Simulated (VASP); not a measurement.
# H6C2O in VASP: further runs

H6C2O is run at these levels: PBE+D3(BJ); tasks: single point.

All numbers are computed with VASP 6.6.1; they aren't measurements. Logs are shortened: lines on timing, memory, paths and dates and some standing lists are left out, and cuts for length are marked.

## (1) The cell of the first run

The cell holds a disordered packing, 36 atoms: a = 7.529 Å, b = 7.529 Å, c = 7.529 Å, α = 90.00°, β = 90.00°, γ = 90.00°.

## (2) Single point, PBE+D3(BJ)

INCAR reads:

```
SYSTEM = H6C2O
PREC = Accurate
ENCUT = 520
EDIFF = 1E-7
ISMEAR = -1
SIGMA = 0.05
LREAL = Auto
LASPH = .True.
NELM = 60
ALGO = Normal
ISIF = 2
LWAVE = .False.
LCHARG = .False.
GGA = PE
IVDW = 12
NBANDS = 64
```

KPOINTS reads:

```
Automatic mesh
0
Gamma
  1 1 1
  0 0 0
```

POSCAR reads:

```
H6C2O
1.0
    7.5290720000      0.0000000000      0.0000000000
    0.0000000000      7.5290720000      0.0000000000
    0.0000000000      0.0000000000      7.5290720000
C O H
8 4 24
Direct
    0.1106491790      0.2174110430      0.3438326858
    0.2542704596      0.2162866514      0.2007786480
    0.6531604995      0.5244766527      0.6722848929
    0.4575400500      0.4894647435      0.6405673491
    0.3181712683      0.7425550454      0.0425211734
    0.4250263035      0.6721577148      0.1972719341
    0.8531823128     -0.0558981249      0.9511420423
    0.7459334273      0.1108448255      0.9176058864
    0.1975833658      0.3274729548      0.0590312420
    0.4019212646      0.3317334429      0.7368095660
    0.5727534781      0.5680419353      0.1322703303
    0.6860006285      0.1792838245      1.0851559192
    0.2857655631      0.3248558281     -0.0371280418
    0.3826019594      0.2621075331      0.2561178365
    0.2773817566      0.0791986616      0.1530405061
    0.1420977341      0.1207104206      0.4496820244
    0.0975198479      0.3509997865      0.4027214399
   -0.0194463167      0.1822004126      0.2865450408
    0.3155730634      0.2696221874      0.6632526470
    0.3778572353      0.6040674844      0.6854118037
    0.4300252465      0.4693619388      0.4979962133
    0.6925245917      0.6482407142      0.6048093453
    0.6805902078      0.5417229778      0.8146254163
    0.7346960617      0.4146713137      0.6210536065
    0.6579839581      0.5559539331      0.2281538764
    0.4754122035      0.7822420011      0.2799389581
    0.3374629219      0.5880165415      0.2791597532
    0.2057451590      0.8197418559      0.0935700664
    0.3985917069      0.8288352842     -0.0435399052
    0.2620209255      0.6316784832     -0.0334569885
    0.6257865666      0.2920895439      1.0637888967
    0.8297108849      0.2099634096      0.8489753579
    0.6308700382      0.0824241408      0.8306314453
    0.8968787141     -0.1143322343      0.8246450486
    0.9719875327     -0.0238932848      1.0296100479
    0.7744107006     -0.1563232419      1.0223040356
```

Potentials or basis: VASP PAW PBE potentials, release 64 (C, O, H).

Run with:

```console
> cat potpaw_PBE.64/C/POTCAR potpaw_PBE.64/O/POTCAR potpaw_PBE.64/H/POTCAR > POTCAR
> mpirun -np 1 vasp_gam > vasp.out
```

OUTCAR:

```text
SYSTEM = H6C2O
   PREC = Accurate
   ENCUT = 520
   EDIFF = 1E-7
   ISMEAR = -1
   LREAL = Auto
   LASPH = .True.
   NELM = 60
   ISIF = 2
   GGA = PE
   IVDW = 12
 IVDW          = 12

 ion  position               nearest neighbor table
   1  0.111  0.217  0.344-  18 1.10  17 1.10  16 1.11   2 1.53
   2  0.254  0.216  0.201-  15 1.11  14 1.11   9 1.42   1 1.53
   3  0.653  0.524  0.672-  23 1.10  24 1.10  22 1.10   4 1.52
   4  0.458  0.489  0.641-  21 1.10  20 1.10  10 1.45   3 1.52
   5  0.318  0.743  0.043-  28 1.10  30 1.10  29 1.10   6 1.51
   6  0.425  0.672  0.197-  27 1.10  26 1.10  11 1.45   5 1.51
   7  0.853  0.944  0.951-  35 1.10  34 1.10  36 1.10   8 1.51
   8  0.746  0.111  0.918-  32 1.11  33 1.11  12 1.44   7 1.51
   9  0.198  0.327  0.059-  13 0.98   2 1.42
  10  0.402  0.332  0.737-  19 0.97   4 1.45
  11  0.573  0.568  0.132-  25 0.97   6 1.45
  12  0.686  0.179  0.085-  31 0.98   8 1.44
  13  0.286  0.325  0.963-   9 0.98
  14  0.383  0.262  0.256-   2 1.11
  15  0.277  0.079  0.153-   2 1.11
  16  0.142  0.121  0.450-   1 1.11
  17  0.098  0.351  0.403-   1 1.10
[... 17 lines left out ...]
  35  0.972  0.976  0.030-   7 1.10
  36  0.774  0.844  0.022-   7 1.10

  LATTYP: Found a simple cubic cell.
 ALAT       =     7.5290720000

  Lattice vectors:

 A1 = (   7.5290720000,   0.0000000000,   0.0000000000)
 A2 = (   0.0000000000,   7.5290720000,   0.0000000000)
 A3 = (   0.0000000000,   0.0000000000,   7.5290720000)

Analysis of symmetry for initial positions (statically):
=====================================================================
 Subroutine PRICEL returns:
 Original cell was already a primitive cell.

 Routine SETGRP: Setting up the symmetry group for a
 simple cubic supercell.

 Subroutine GETGRP returns: Found  1 space group operations
 (whereof  1 operations were pure point group operations)
 out of a pool of 48 trial point group operations.

The static configuration has the point symmetry C_1 .

Analysis of symmetry for dynamics (positions and initial velocities):
=====================================================================
 Subroutine PRICEL returns:
 Original cell was already a primitive cell.

 Routine SETGRP: Setting up the symmetry group for a
 simple cubic supercell.

 Subroutine GETGRP returns: Found  1 space group operations
 (whereof  1 operations were pure point group operations)
 out of a pool of 48 trial point group operations.

The dynamic configuration has the point symmetry C_1 .
[... 147 lines left out ...]
   IBRION =     -1    ionic relax: 0-MD 1-quasi-New 2-CG
   NFREE  =      0    steps in history (QN), initial steepest desc. (CG)
   ISIF   =      2    stress and relaxation
   ISYM   =      2    0-nonsym 1-usesym 2-fastsym
   POTIM  = 0.5000    time-step for ionic-motion
   TEBEG  =    0.0;   TEEND  =   0.0 temperature during run
   PSTRESS=    0.0 pullay stress
   NELECT =      80.0000    total number of electrons
   NUPDOWN=      -1.0000    fix difference up-down
   EMIN   =  10.00;   EMAX   =-10.00  energy-range for DOS
   EFERMI =   0.00;   METHOD = LEGACY
   ISMEAR =    -1;   SIGMA  =   0.05  broadening in eV -4-tet -1-fermi 0-gaus
   EFERMI_NEDOS =   21; number of points for ismear=-14 and -15
   IALGO  =     38    algorithm
   IMIX   =      4    mixing-type and parameters
     AMIX     =   0.40;   BMIX     =  1.00
     AMIX_MAG =   1.60;   BMIX_MAG =  1.00
  volume/ion in A,a.u.               =      11.86        80.01
  Fermi-wavevector in a.u.,A,eV,Ry     =   0.936907  1.770498 11.943135  0.877796
  Thomas-Fermi vector in A             =   2.063965
   LORBIT       =      0    0 simple, 1 ext, 2 COOP (PROOUT), +10 PAW based schemes
   GGA     = PE    functional components
   LHFCALC =     F    Hartree Fock is set to
   AEXX    =    0.0000 exact exchange contribution
   IVDW    =    12    specifies the selected vdW correction
   LEPSILON=     F    determine dielectric tensor
   LRPA    =     F    only Hartree local field effects (RPA)
 non-spin polarized calculation
  energy-cutoff  :      520.00
  volume of cell :      426.80
 maximum number of plane-waves:      5730
 NGX is ok and might be reduce to    54
   NGX = 27   NGY = 27   NGZ = 27

 number of electron      79.9999995 magnetization

 Free energy of the ion-electron system (eV)
  ---------------------------------------------------
  ext. energy  EPLUGINS =         0.00000000
  ---------------------------------------------------
  free energy    TOTEN  =      -187.96896488 eV

  energy without entropy =     -187.96896488  energy(sigma->0) =     -187.96896488

 E-fermi :  -1.7003     XC(G=0):  -6.0557

 val. band max:       -3.0080173190   @ k =   0.0000   0.0000   0.0000
 cond. band min:       1.4032666462   @ k =   0.0000   0.0000   0.0000
 fundamental gap:      4.4112839652
 Fermi energy:        -1.7003254866

 k-point     1 :       0.0000    0.0000    0.0000
  band No.  band energies     occupation
      1     -23.0348      2.00000
      2     -22.8738      2.00000
      3     -22.1672      2.00000
      4     -22.1107      2.00000
      5     -15.9865      2.00000
      6     -15.8167      2.00000
[... 44 lines left out ...]
     51       4.7956      0.00000
     52       4.8625      0.00000
 [bands above 52 left out]

------------------------ aborting loop because EDIFF is reached ----------------------------------------

 Edisp (eV)   -1.26130

 E8    (eV) :    -0.2826

  FORCE on cell =-STRESS in cart. coord.  units (eV):
  Direction    XX          YY          ZZ          XY          YZ          ZX
  --------------------------------------------------------------------------------------
  -------------------------------------------------------------------------------------
  Total      -1.14260    -0.58090    -0.77153    -0.34194    -0.31355     0.15946
  in kB      -4.28924    -2.18066    -2.89626    -1.28364    -1.17706     0.59859
  external pressure =       -3.12 kB  Pullay stress =        0.00 kB

 VOLUME and BASIS-vectors are now :
 -----------------------------------------------------------------------------
  energy-cutoff  :      520.00
  volume of cell :      426.80
      direct lattice vectors                 reciprocal lattice vectors
     7.529072000  0.000000000  0.000000000     0.132818493  0.000000000  0.000000000
     0.000000000  7.529072000  0.000000000     0.000000000  0.132818493  0.000000000
     0.000000000  0.000000000  7.529072000     0.000000000  0.000000000  0.132818493

 POSITION                                       TOTAL-FORCE (eV/Angst)
 -----------------------------------------------------------------------------------
      0.83309      1.63690      2.58874         0.050409      0.013102     -0.032277
      1.91442      1.62844      1.51168        -0.058495     -0.159938      0.211174
      4.91769      3.94882      5.06168         0.028522      0.006077      0.039640
      3.44485      3.68522      4.82288        -0.078760     -0.017545     -0.070487
      2.39553      5.59075      0.32014         0.031165     -0.010960      0.011992
      3.20005      5.06072      1.48527        -0.102338      0.034400      0.001064
[... 28 lines left out ...]
      7.31816      7.34918      0.22294        -0.043662     -0.019800     -0.010548
      5.83059      6.35210      0.16793         0.021276      0.018309     -0.018926
 -----------------------------------------------------------------------------------
    total drift:                               -0.001238     -0.010891      0.053124

  FREE ENERGIE OF THE ION-ELECTRON SYSTEM (eV)
  ---------------------------------------------------
  free  energy   TOTEN  =      -189.2302632905 eV

  energy  without entropy=     -189.2302632905  energy(sigma->0) =     -189.23026329
```

Run time: 2.8 min. Hardware: 1 thread of Intel Xeon 8259CL, shared host; peak memory 0.38 GiB.

What came out:

```yaml
Free_energy: -189.2303 eV
Pressure: -0.3 GPa
Largest_force: 0.271 eV/Å
Band_gap_on_the_k_mesh: 4.41 eV
Dispersion_energy_per_atom: -0.035 eV
```

Forces in eV/Å, atoms in the order of the input:
```
C    0.050  0.013 -0.032
C   -0.058 -0.160  0.211
C    0.029  0.006  0.040
C   -0.079 -0.018 -0.070
C    0.031 -0.011  0.012
C   -0.102  0.034  0.001
C    0.008 -0.004  0.046
C    0.030 -0.038 -0.121
O   -0.041  0.086 -0.107
O   -0.007 -0.016 -0.068
O   -0.016 -0.034 -0.055
O   -0.006 -0.042  0.059
H    0.011  0.011 -0.004
H   -0.028  0.002 -0.002
H   -0.023  0.065  0.020
H   -0.035  0.094 -0.084
H    0.016 -0.077  0.000
H    0.075  0.003  0.021
H    0.010  0.053  0.065
H   -0.018 -0.048 -0.024
H    0.068  0.005  0.127
H   -0.014 -0.044 -0.002
H   -0.033 -0.025 -0.082
H    0.000  0.045  0.007
H    0.086 -0.034  0.037
H    0.013  0.003 -0.025
H    0.020  0.027 -0.001
H   -0.003  0.001 -0.013
H    0.010 -0.017 -0.003
H    0.019  0.005 -0.023
H   -0.022  0.113  0.014
H   -0.030 -0.006  0.042
H    0.056  0.011  0.037
H    0.004 -0.002  0.005
H   -0.044 -0.020 -0.011
H    0.021  0.018 -0.019
```

Caveat: the k points lie up to 0.83 Å⁻¹ apart, too coarse for converged energies, forces and pressures.

## (3) Single point, PBE+D3(BJ)

INCAR reads:

```
SYSTEM = H6C2O
PREC = Accurate
ENCUT = 520
EDIFF = 1E-7
ISMEAR = -1
SIGMA = 0.05
LREAL = Auto
LASPH = .TRUE.
NELM = 100
ALGO = Normal
ISIF = 2
LWAVE = .FALSE.
LCHARG = .FALSE.
GGA = PE
IVDW = 12
NBANDS = 64
```

KPOINTS reads:

```
Automatic mesh
0
G
  1 1 1
  0 0 0
```

POSCAR reads:

```
H6C2O
1.0
    7.5290720000      0.0000000000      0.0000000000
    0.0000000000      7.5290720000      0.0000000000
    0.0000000000      0.0000000000      7.5290720000
C O H
8 4 24
Direct
    0.1064805862      0.2164675806      0.3436014425
    0.2739248609      0.2422874957      0.2357926714
    0.6026373503      0.5162522021      0.6797916131
    0.4078988752      0.4766722911      0.6900850463
    0.3771513940      0.7880254034      0.0554782847
    0.4148320005      0.6452322411      0.1951103669
    0.8773325584     -0.0582276275      0.9597729973
    0.7720739023      0.1053781927      0.9587237312
    0.2163347621      0.3264014476      0.0816966553
    0.3941388793      0.2863433900      0.7531605489
    0.5443565953      0.5210203860      0.1203866824
    0.7101672025      0.1613080603      1.1292095493
    0.3345299394      0.3275569685      0.0023907329
    0.3985484532      0.2963977499      0.2944984455
    0.3220184373      0.0996537156      0.2012067357
    0.0863851481      0.0970371913      0.4192814201
    0.0636997495      0.3023347366      0.4409308345
   -0.0048213113      0.2139573111      0.2564592290
    0.2668190715      0.2578936687      0.7708652540
    0.3062794459      0.5628050841      0.7852229332
    0.3494853018      0.4914151439      0.5567485608
    0.6309940986      0.5697514913      0.5571204526
    0.6566147860      0.5978691663      0.7774530513
    0.6626447456      0.3761021279      0.6792603391
    0.6371303130      0.5205289576      0.1899437275
    0.4557932239      0.6623923905      0.3405731809
    0.2854667879      0.5536804536      0.1894124535
    0.2683996115      0.8722721738      0.1051258376
    0.4941644867      0.8724581197      0.0379196799
    0.3305852302      0.7438499725     -0.0691718714
    0.6640659035      0.2708965992      1.1032302520
    0.8579941857      0.2043678158      0.9013594238
    0.6607852867      0.0865312485      0.8828445259
    0.9293974078     -0.0966652995      0.8354814511
    1.0097658782     -0.0330186775      1.0433556752
    0.8215089456     -0.1759048127      1.0408985330
```

Potentials or basis: VASP PAW PBE potentials, release 64 (C, O, H).

Run with:

```console
> cat potpaw_PBE.64/C/POTCAR potpaw_PBE.64/O/POTCAR potpaw_PBE.64/H/POTCAR > POTCAR
> mpirun -np 1 vasp_gam > vasp.out
```

Wall time 3 min (1 thread of Intel Xeon 8259CL, shared host); peak memory 0.38 GiB.

The run converged. Its results:

| Item | Value |
| --- | --- |
| Free energy | -185.9001 eV |
| Pressure | 1.9 GPa |
| Largest force | 7.040 eV/Å |
| Band gap on the k mesh | 4.17 eV |
| Dispersion energy per atom | -0.036 eV |

Forces on the atoms (eV/Å):
```
C    0.247 -1.156 -0.156
C    0.423 -3.217  0.891
C   -0.562 -3.077  0.551
C   -2.725 -0.094  1.599
C    0.634  1.499  2.735
C   -2.109 -2.752 -0.671
C    2.532 -1.522  4.455
C    1.143  0.112  0.921
O    2.837  0.641 -2.904
O   -0.708  1.066 -0.238
O   -4.836  0.175 -4.046
O    1.633 -2.947  0.936
H   -2.448  0.231  1.150
H   -0.796  0.438  0.214
H   -0.394  1.282  0.232
H    0.723 -1.295  0.080
H   -0.072  2.718  1.729
H   -0.759 -0.055 -1.067
H    0.609  0.197 -0.292
H    2.192 -1.275 -1.502
H   -0.152 -0.414  0.035
H    0.636  1.137 -2.301
H    0.695  0.877  1.666
H   -0.069  1.392  0.191
H    5.715  0.089  4.110
H   -0.535  0.923 -1.400
H    1.563  1.557  0.681
H    0.147  0.046  0.095
H    0.010  0.193 -0.181
H   -0.181 -1.031 -1.018
H   -1.702  3.147 -0.267
H    0.257  0.901 -0.415
H   -2.346 -0.182 -2.049
H    0.027 -0.511 -1.466
H   -1.687 -0.120 -1.080
H    0.056  1.024 -1.216
```

Stress tensor (GPa, compression positive):
```
 0.27 -0.08  2.12
-0.08  2.07  0.79
 2.12  0.79  3.25
```

Levels at points of the mesh, in eV from the valence-band top:
| k point | band 36 | band 37 | band 38 | band 39 | band 40 | band 41 | band 42 | band 43 | band 44 | band 45 |
| --- | --- | --- | --- | --- | --- | --- | --- | --- | --- | --- |
| (0.00, 0.00, 0.00) | -2.26 | -1.18 | -1.09 | -0.63 | 0.00 | 4.17 | 5.31 | 5.51 | 5.94 | 6.22 |

Caveat: the k points lie up to 0.83 Å⁻¹ apart, too coarse for converged energies, forces and pressures.

(Continued in part 2 of 2.)
